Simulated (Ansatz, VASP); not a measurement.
# One calculation of TePb, two programs

```
Pb Te
1.0
     4.00229    0.00000    0.00000
     0.00000    4.00229    0.00000
     0.00000    0.00000    4.00229
Pb Te
1 1
Direct
  0.00000 0.00000 0.00000
  0.50000 0.50000 0.50000
```

Alike in both runs: task relaxation of cell and atoms; functional revPBE; dispersion D3(BJ); k mesh 7 × 7 × 7; occupations fermi-dirac, width 0.05 eV; no spin polarisation.

|  | VASP | Ansatz |
| --- | --- | --- |
| version | VASP 6.6.1 | Ansatz 0.2.0 |
| potentials or method | VASP PAW PBE potentials, release 64 (Pb_d, Te), cutoff 600 eV | all-electron LAPW, scalar-relativistic |

Ansatz gave:

```
relaxed volume (Å³/atom)                                     : 29.98
relaxed cell length with the largest relative difference (Å) : 3.914
```

Q: Estimate VASP's values.

A: Relaxed volume (Å³/atom): 29.93; relaxed cell length with the largest relative difference (Å): 3.912.

VASP's potentials were made for PBE, not for revPBE. Ansatz ran all-electron here, and VASP with PAW potentials.

Spin-orbit coupling is off throughout.
